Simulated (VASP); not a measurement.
## Ag: single point with PBE

The system is Ag.

```
Ag
1.0
     0.00000    2.07388    2.07388
     2.07388    0.00000    2.07388
     2.07388    2.07388    0.00000
Ag
1
Cartesian
  0.0000 0.0000 0.0000
```

```yaml
Program: VASP 6.6.1
Task: single point
Functional: PBE
Potentials_or_basis: VASP PAW PBE potentials, release 64 (Ag)
Cutoff: 520 eV
k_mesh: 23 × 23 × 23
Occupations: fermi-dirac, width 0.0612256 eV
Spin: no spin polarisation
```

```
Pressure : -0.1 GPa
```

Levels at points of the mesh, in eV from the Fermi level:
| k point | band 4 | band 5 | band 6 | band 7 | band 8 | band 9 |
| --- | --- | --- | --- | --- | --- | --- |
| (0.00, 0.00, 0.00) | -4.67 | -3.72 | -3.72 | 15.89 | 19.20 | 19.20 |

Wall time 24 s on 1 thread of Intel(R) Xeon(R) Platinum 8559C (Emerald Rapids), on a shared host, peak memory 0.2 GiB.
